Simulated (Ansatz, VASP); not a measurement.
H20CO12: VASP beside Ansatz

```xyz
33
Lattice="7.1531 0.0000 0.0000 0.0000 7.1531 0.0000 0.0000 0.0000 7.1531" Properties=species:S:1:pos:R:3 pbc="T T T"
O     4.5792    5.9648    5.2996
O     4.5920    2.9819    2.5531
O     2.3854    4.8410    2.5323
O     2.6227    4.4959    6.6582
O     1.8109    7.0023    4.1044
O     3.2290    2.2473    5.0061
O     5.6649    6.9765    1.4966
O     0.2156    1.9725    1.5133
O     3.4479    1.3621    7.7305
O     6.2248    0.6801    4.0903
O     6.7678    4.6280    7.0326
O     7.1464    4.0345    4.8239
H     5.1033    6.7565    5.0636
H     4.0814    5.7845    4.4893
H     4.0647    3.7978    2.5120
H     4.2061    2.4400    1.8294
H     2.1806    5.6895    2.9889
H     1.8228    4.1966    2.9802
H     3.2408    5.1963    6.3899
H     2.5005    4.6189    7.6114
H     2.3289    7.7672    4.4173
H     0.8896    7.3267    4.0995
H     2.9859    3.0661    5.4792
H     3.7598    2.5090    4.2305
H     6.3332    7.6606    1.2821
H     5.9934    6.1571    1.1069
H    -0.2532    2.8032    1.3638
H     1.0737    2.0425    1.0786
H     3.5610    1.5438    6.7813
H     4.0371    0.6106    7.9155
H     6.1410    1.6315    3.9502
H     6.0008    0.2993    3.2157
C     6.9608    4.3485    5.9216
```

Alike in both runs: functional r2SCAN; dispersion D3(BJ); k mesh 1 × 1 × 1; occupations fermi-dirac, width 0.05 eV; no spin polarisation.

Ansatz relaxed the structure, and its values are those at the end. VASP's run is a single point on that final structure, the one shown.

|  | VASP | Ansatz |
| --- | --- | --- |
| version | VASP 6.6.1 | Ansatz 0.2.0 |
| potentials or method | VASP PAW PBE potentials, release 64 (O_h, H_h, C_h), cutoff 910 eV | scalar-relativistic, plane waves, PAW |
| valence electrons in the cell | 96 | 96 |

Ansatz gave:

* rms of the force components (eV/Å): 0.062

**Question.** Estimate VASP's values.

**Answer.** rms of the force components (eV/Å): 0.048.

VASP's potentials were made for PBE, not for r2SCAN. Ansatz's warnings: dispersion damping borrowed.

Noted on VASP's run: the cutoff is short for stress, so the pressure is rough.
